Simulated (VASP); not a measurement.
Write the native input for VASP 6.6.1 that does the following.

| Quantity | Value |
| --- | --- |
| Task | single point |
| Functional | PBE |
| Potentials or basis | VASP PAW PBE potentials, release 64 (K_sv, Cl) |
| Cutoff | 520 eV |
| k mesh | 4 × 4 × 4 |
| Occupations | gaussian, width 0.01 eV |
| Spin | no spin polarisation |
| Dipole correction | no |
| Further INCAR settings | ALGO = Normal; EDIFF = 1e-07; NBANDS = 15 |

The structure of KCl lies in POSCAR:

```
KCl
1.0
    0.0000000000      3.1448483095      3.0662271018
    3.1448483095      0.0000000000      3.0662271018
    3.1448483095      3.1448483095      0.0000000000
K Cl
1 1
Direct
    0.0000000000      0.0000000000      0.0000000000
    0.5000000000      0.5000000000      0.5000000000
```

This cell differs from its parent crystal: uniaxial z strain -2.5%.

The input as run:

INCAR

```
SYSTEM = KCl
  ALGO = Normal
  EDIFF = 1E-7
  ENCUT = 520
  GGA = PE
  ISIF = 2
  ISMEAR = 0
  LASPH = .TRUE.
  LCHARG = .TRUE.
  LELF = .TRUE.
  LREAL = .FALSE.
  LVHAR = .TRUE.
  LWAVE = .FALSE.
  NBANDS = 15
  NELM = 80
  PREC = Accurate
  SIGMA = 0.01
```

KPOINTS

```
k-points
0
G
  4 4 4
  0 0 0
```

Potentials or basis: VASP PAW PBE potentials, release 64 (K_sv, Cl).

Command:

```sh
$ cat potpaw_PBE.64/K_sv/POTCAR potpaw_PBE.64/Cl/POTCAR > POTCAR
$ mpirun -np 1 vasp_std > vasp.out
```

Results of the run:

```
Pressure               : 1.4 GPa
Band gap on the k mesh : 5.26 eV
```

Caveat: the k points lie up to 0.44 Å⁻¹ apart; the cell differs from its parent crystal (uniaxial z strain -2.5%).

Run time: 29 s on 1 thread of Intel Xeon 8259CL (shared host), peak memory 0.2 GiB.
